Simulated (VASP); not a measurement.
# Fe (P6_3/mmc) in VASP: notebook

Runs on Fe. Level: PBE. Tasks: single point, relaxation of shape and atoms at fixed volume.

All numbers are computed with VASP 6.6.1; they aren't measurements. Logs are shortened: lines on timing, memory, paths and dates and some standing lists are left out, and cuts for length are marked.

**1. The cell of the first run**

Symmetry: P6_3/mmc, No. 194, hexagonal system. The conventional cell has a = 2.435 Å, b = 2.435 Å, c = 7.873 Å, α = 90.00°, β = 90.00°, γ = 120.00°. Within 3.2 Å of Fe (site symmetry -3m) lie 12 Fe at 2.42 to 2.44 Å. Within 3.2 Å of Fe (site symmetry -6m2) lie 12 Fe at 2.42 to 2.44 Å.

This isn't the form of Fe at room conditions, which is bcc.

**2. Single point, PBE, collinear spin, ferromagnetic start**

Contents of INCAR:

```
PREC = Accurate ; ENCUT = 520
EDIFF = 1E-7 ; ISMEAR = -1
SIGMA = 0.08 ; LREAL = F
LASPH = T ; NELM = 150
ALGO = Normal ; ISIF = 2
LWAVE = F ; LCHARG = T
ISPIN = 2 ; MAGMOM = 2.5 2.5 2.5 2.5
LORBIT = 11 ; LMAXMIX = 4
GGA = PE ; LELF = T
LVHAR = T ; NBANDS = 28
```

Contents of KPOINTS:

```
regular mesh
0
Gamma
  15 15 4
```

Contents of POSCAR:

```
Fe
1.0
    2.4353166527      0.0000000000      0.0000000000
   -1.2176583264      2.1090460875      0.0000000000
    0.0000000000      0.0000000000      7.8729481826
Fe
4
Direct
    0.0000000000      0.0000000000      0.0000000000
    0.0000000000      0.0000000000      0.5000000000
    0.3333333333      0.6666666667      0.2500000000
    0.6666666667      0.3333333333      0.7500000000
```

Potentials or basis: VASP PAW PBE potentials, release 64 (Fe).

Started as:

```
$ cat potpaw_PBE.64/Fe/POTCAR > POTCAR
$ mpirun -np 1 vasp_std > vasp.out
```

OUTCAR:

```text
PREC = Accurate
   ENCUT = 520
   EDIFF = 1E-7
   ISMEAR = -1
   LREAL = F
   LASPH = T
   NELM = 150
   ISIF = 2
   ISPIN = 2
   LORBIT = 11
   GGA = PE

 ion  position               nearest neighbor table
   1  0.000  0.000  0.000-   3 2.42   4 2.42   4 2.42   3 2.42   4 2.42   3 2.42
   2  0.000  0.000  0.500-   3 2.42   4 2.42   4 2.42   3 2.42   4 2.42   3 2.42
   3  0.333  0.667  0.250-   1 2.42   2 2.42   1 2.42   2 2.42   1 2.42   2 2.42
   4  0.667  0.333  0.750-   1 2.42   2 2.42   1 2.42   2 2.42   1 2.42   2 2.42

  LATTYP: Found a hexagonal cell.
 ALAT       =     2.4353166527
 C/A-ratio  =     3.2328232035

  Lattice vectors:

 A1 = (   2.4353166527,   0.0000000000,   0.0000000000)
 A2 = (  -1.2176583264,   2.1090460875,   0.0000000000)
 A3 = (   0.0000000000,   0.0000000000,   7.8729481826)

Analysis of symmetry for initial positions (statically):
=====================================================================
 Subroutine PRICEL returns:
 Original cell was already a primitive cell.

 Routine SETGRP: Setting up the symmetry group for a
 hexagonal supercell.

 Subroutine GETGRP returns: Found 24 space group operations
 (whereof 12 operations were pure point group operations)
 out of a pool of 24 trial point group operations.

The static configuration has the point symmetry D_3d.
 The point group associated with its full space group is D_6h.

Analysis of symmetry for dynamics (positions and initial velocities):
=====================================================================
 Subroutine PRICEL returns:
 Original cell was already a primitive cell.

 Routine SETGRP: Setting up the symmetry group for a
 hexagonal supercell.

 Subroutine GETGRP returns: Found 24 space group operations
 (whereof 12 operations were pure point group operations)
 out of a pool of 24 trial point group operations.

The dynamic configuration has the point symmetry D_3d.
 The point group associated with its full space group is D_6h.

Analysis of structural, dynamic, and magnetic symmetry:
=====================================================================
 Subroutine PRICEL returns:
 Original cell was already a primitive cell.

 Routine SETGRP: Setting up the symmetry group for a
 hexagonal supercell.

 Subroutine GETGRP returns: Found 24 space group operations
 (whereof 12 operations were pure point group operations)
 out of a pool of 24 trial point group operations.

The overall configuration has the point symmetry D_3d.
 The point group associated with its full space group is D_6h.

 Subroutine INISYM returns: Found 24 space group operations
 (whereof 12 operations are pure point group operations),
 and found     1 'primitive' translations

----------------------------------------------------------------------------------------

                                     Primitive cell

  volume of cell :      40.4370

  direct lattice vectors                    reciprocal lattice vectors
     2.435316653  0.000000000  0.000000000     0.410624220  0.237074004  0.000000000
    -1.217658326  2.109046087  0.000000000     0.000000000  0.474148007  0.000000000
     0.000000000  0.000000000  7.872948183     0.000000000  0.000000000  0.127017221

  length of vectors
     2.435316653  2.435316653  7.872948183     0.474148007  0.474148007  0.127017221

  position of ions in fractional coordinates (direct lattice)
     0.000000000  0.000000000  0.000000000
     0.000000000  0.000000000  0.500000000
     0.333333333  0.666666667  0.250000000
     0.666666667  0.333333333  0.750000000

  ion indices of the primitive-cell ions
   primitive index   ion index
                 1           1
                 2           2
                 3           3
                 4           4

----------------------------------------------------------------------------------------

 KPOINTS: regular mesh

Automatic generation of k-mesh.
 Grid dimensions read from file:
 generate k-points for:   15   15    4

 Generating k-lattice:

  Cartesian coordinates                     Fractional coordinates (reciprocal lattice)
     0.027374948  0.015804934  0.000000000     0.066666667  0.000000000  0.000000000
     0.000000000  0.031609867  0.000000000     0.000000000  0.066666667  0.000000000
     0.000000000  0.000000000  0.031754305     0.000000000  0.000000000  0.250000000

  Length of vectors
     0.031609867  0.031609867  0.031754305

  Shift w.r.t. Gamma in fractional coordinates (k-lattice)
     0.000000000  0.000000000  0.000000000

 Subroutine IBZKPT returns following result:
 ===========================================

 Found     81 irreducible k-points:

 Following reciprocal coordinates:
            Coordinates               Weight
  0.000000  0.000000  0.000000      1.000000
  0.066667  0.000000  0.000000      6.000000
  0.133333 -0.000000  0.000000      6.000000
  0.200000  0.000000  0.000000      6.000000
  0.266667 -0.000000  0.000000      6.000000
  0.333333 -0.000000  0.000000      6.000000
[... 16 lines left out ...]
  0.333333  0.200000  0.000000     12.000000
  0.400000  0.200000  0.000000      6.000000
 [... further k-points ...]
   k-points           NKPTS =     81   k-points in BZ     NKDIM =     81   number of bands    NBANDS=     28
   number of dos      NEDOS =    301   number of ions     NIONS =      4
   total plane-waves  NPLWV =  19440
   dimension x,y,z NGX =    18 NGY =   18 NGZ =   60
   dimension x,y,z NGXF=    36 NGYF=   36 NGZF=  120
   ions per type =               4
   NGX,Y,Z   is equivalent  to a cutoff of  12.29, 12.29, 12.67 a.u.
   NGXF,Y,Z  is equivalent  to a cutoff of  24.58, 24.58, 25.34 a.u.
 SYSTEM =  unknown system
   PREC   = accura    normal or accurate (medium, high low for compatibility)
   ISTART =      0    job   : 0-new  1-cont  2-samecut
   ICHARG =      2    charge: 1-file 2-atom 10-const
   ISPIN  =      2    spin polarized calculation?
   LNONCOLLINEAR =      F non collinear calculations
   LSORBIT =      F    spin-orbit coupling
   LASPH  =      T    aspherical Exc in radial PAW
   ENCUT  =  520.0 eV  38.22 Ry    6.18 a.u.   4.53  4.53 14.64*2*pi/ulx,y,z
   NELM   =    150;   NELMIN=  2; NELMDL= -5     # of ELM steps
   EDIFF  = 0.1E-06   stopping-criterion for ELM
   LREAL  =      F    real-space projection
   EDIFFG = 0.1E-05   stopping-criterion for IOM
   NSW    =      0    number of steps for IOM
   IBRION =     -1    ionic relax: 0-MD 1-quasi-New 2-CG
   NFREE  =      0    steps in history (QN), initial steepest desc. (CG)
   ISIF   =      2    stress and relaxation
   ISYM   =      2    0-nonsym 1-usesym 2-fastsym
   POTIM  = 0.5000    time-step for ionic-motion
   TEBEG  =    0.0;   TEEND  =   0.0 temperature during run
   PSTRESS=    0.0 pullay stress
   NELECT =      32.0000    total number of electrons
   NUPDOWN=      -1.0000    fix difference up-down
   EMIN   =  10.00;   EMAX   =-10.00  energy-range for DOS
   EFERMI =   0.00;   METHOD = LEGACY
   ISMEAR =    -1;   SIGMA  =   0.08  broadening in eV -4-tet -1-fermi 0-gaus
   EFERMI_NEDOS =   21; number of points for ismear=-14 and -15
   IALGO  =     38    algorithm
   IMIX   =      4    mixing-type and parameters
     AMIX     =   0.40;   BMIX     =  1.00
     AMIX_MAG =   1.60;   BMIX_MAG =  1.00
  volume/ion in A,a.u.               =      10.11        68.22
  Fermi-wavevector in a.u.,A,eV,Ry     =   1.514253  2.861524 31.197656  2.292963
  Thomas-Fermi vector in A             =   2.623936
   LORBIT       =     11    0 simple, 1 ext, 2 COOP (PROOUT), +10 PAW based schemes
   GGA     = PE    functional components
   LHFCALC =     F    Hartree Fock is set to
   AEXX    =    0.0000 exact exchange contribution
   IVDW    =     0    specifies the selected vdW correction
   LEPSILON=     F    determine dielectric tensor
   LRPA    =     F    only Hartree local field effects (RPA)
 spin polarized calculation
  energy-cutoff  :      520.00
  volume of cell :       40.44
 maximum number of plane-waves:      1110
 NGX is ok and might be reduce to    18
   NGX =  9   NGY =  9   NGZ = 29

 number of electron      32.0000000 magnetization      10.0000000

 number of electron      32.0000042 magnetization       1.1729492

 Free energy of the ion-electron system (eV)
  ---------------------------------------------------
  ext. energy  EPLUGINS =         0.00000000
  ---------------------------------------------------
  free energy    TOTEN  =       -32.47188090 eV

  energy without entropy =      -32.34438091  energy(sigma->0) =      -32.40813091

 E-fermi :   7.0184     XC(G=0): -13.8355

 val. band max:        7.0183787190   @ k =   0.1333   0.1333   0.0000
 cond. band min:       7.0192928175   @ k =   0.2667   0.2667   0.0000
 fundamental gap:      0.0009140984
 Fermi energy:         7.0184324657

 spin component 1

 k-point     1 :       0.0000    0.0000    0.0000
  band No.  band energies     occupation
      1      -1.9785      1.00000
      2       0.3702      1.00000
      3       0.4323      1.00000
      4       1.9693      1.00000
      5       4.5834      1.00000
      6       4.8753      1.00000
[... 20 lines left out ...]
     27      23.7335      0.00000
     28      29.0704      0.00000

 k-point     2 :       0.0667    0.0000    0.0000
  band No.  band energies     occupation
      1      -1.8096      1.00000
      2       0.5150      1.00000
      3       0.5736      1.00000
      4       2.0867      1.00000
      5       4.4713      1.00000
      6       4.7684      1.00000
[... 20 lines left out ...]
     27      23.8355      0.00000
     28      28.4858      0.00000

 k-point     3 :       0.1333   -0.0000    0.0000
  band No.  band energies     occupation
      1      -1.3164      1.00000
      2       0.9193      1.00000
      3       0.9655      1.00000
      4       2.4053      1.00000
      5       4.2288      1.00000
      6       4.5299      1.00000
[... 616 lines left out ...]
      3       3.0728      1.00000
      4       3.2342      1.00000
      5       3.3178      1.00000
      6       3.5292      1.00000
[... 20 lines left out ...]
     27      17.7940      0.00000
     28      18.9708      0.00000

 k-point    24 :       0.4000    0.2000    0.0000
  band No.  band energies     occupation
      1       2.4228      1.00000
      2       2.6544      1.00000
      3       3.0414      1.00000
      4       3.3559      1.00000
      5       3.4071      1.00000
      6       3.6062      1.00000
[... 20 lines left out ...]
     27      17.7397      0.00000
     28      19.7435      0.00000

 [... further k-points ...]

 spin component 2

 k-point     1 :       0.0000    0.0000    0.0000
  band No.  band energies     occupation
      1      -1.9459      1.00000
      2       0.4193      1.00000
      3       0.4691      1.00000
      4       2.0945      1.00000
      5       4.7837      1.00000
      6       5.0171      1.00000
[... 20 lines left out ...]
     27      23.7887      0.00000
     28      29.0310      0.00000

 k-point     2 :       0.0667    0.0000    0.0000
  band No.  band energies     occupation
      1      -1.7768      1.00000
      2       0.5653      1.00000
      3       0.6112      1.00000
      4       2.2130      1.00000
      5       4.7328      1.00000
      6       4.8343      1.00000
[... 20 lines left out ...]
     27      23.8945      0.00000
     28      28.4839      0.00000

 k-point     3 :       0.1333   -0.0000    0.0000
  band No.  band energies     occupation
      1      -1.2828      1.00000
      2       0.9750      1.00000
      3       1.0075      1.00000
      4       2.5354      1.00000
      5       4.5023      1.00000
      6       4.5987      1.00000
[... 616 lines left out ...]
      3       3.1955      1.00000
      4       3.4394      1.00000
      5       3.6238      1.00000
      6       3.8330      1.00000
[... 20 lines left out ...]
     27      17.8963      0.00000
     28      19.1594      0.00000

 k-point    24 :       0.4000    0.2000    0.0000
  band No.  band energies     occupation
      1       2.7442      1.00000
      2       2.7582      1.00000
      3       3.1552      1.00000
      4       3.6982      1.00000
      5       3.7574      1.00000
      6       3.8177      1.00000
[... 20 lines left out ...]
     27      17.8269      0.00000
     28      19.9162      0.00000

 [... further k-points ...]

------------------------ aborting loop because EDIFF is reached ----------------------------------------

  FORCE on cell =-STRESS in cart. coord.  units (eV):
  Direction    XX          YY          ZZ          XY          YZ          ZX
  --------------------------------------------------------------------------------------
  -------------------------------------------------------------------------------------
  Total        1.3027128      1.3027128      1.3363413     -0.0000000      0.0000000      0.0000000
  in kB       51.6155284     51.6155284     52.9479408     -0.0000000      0.0000000      0.0000000
  external PRESSURE =      52.0596658 kB  Pullay stress =       0.0000000 kB

 VOLUME and BASIS-vectors are now :
 -----------------------------------------------------------------------------
  energy-cutoff  :      520.00
  volume of cell :       40.44
      direct lattice vectors                 reciprocal lattice vectors
     2.435316653  0.000000000  0.000000000     0.410624220  0.237074004  0.000000000
    -1.217658326  2.109046087  0.000000000     0.000000000  0.474148007  0.000000000
     0.000000000  0.000000000  7.872948183     0.000000000  0.000000000  0.127017221

 POSITION                                       TOTAL-FORCE (eV/Angst)
 -----------------------------------------------------------------------------------
      0.00000      0.00000      0.00000         0.000000      0.000000      0.000000
      0.00000      0.00000      3.93647         0.000000      0.000000      0.000000
     -0.00000      1.40603      1.96824         0.000000     -0.000000     -0.000000
      1.21766      0.70302      5.90471        -0.000000      0.000000     -0.000000
 -----------------------------------------------------------------------------------
    total drift:                                0.000000     -0.000000      0.000000

  FREE ENERGIE OF THE ION-ELECTRON SYSTEM (eV)
  ---------------------------------------------------
  free  energy   TOTEN  =       -32.4718808974 eV

  energy  without entropy=      -32.3443809149  energy(sigma->0) =      -32.40813091

 total charge

# of ion       s       p       d       tot
------------------------------------------
    1        0.542   0.642   6.350   7.534
    2        0.542   0.642   6.350   7.534
    3        0.542   0.647   6.339   7.528
    4        0.542   0.647   6.339   7.528
--------------------------------------------------
tot          2.168   2.578  25.378  30.124

 magnetization (x)

# of ion       s       p       d       tot
------------------------------------------
    1       -0.004  -0.010  -0.137  -0.152
    2       -0.004  -0.010  -0.137  -0.152
    3       -0.000  -0.001   0.731   0.729
    4       -0.000  -0.001   0.731   0.729
--------------------------------------------------
tot         -0.009  -0.022   1.187   1.155
```

Wall time 5.2 min (1 thread of Intel Xeon Platinum 8259CL at 2.50GHz (Skylake/Cascade Lake), shared host); peak memory 0.25 GiB.

Results:

- Free energy: -32.4719 eV
- Pressure: 5.2 GPa
- Net moment: 1.17 μB per cell
- Site moments: Fe -0.15, +0.73 (each value once) μB
- Valence electrons inside the program's atomic spheres: Fe 7.53

Stress tensor (GPa, compression positive):
```
5.16 0.00 0.00
0.00 5.16 0.00
0.00 0.00 5.29
```

Caveat: the cell stands under pressure.

[end of part 1 of 2]
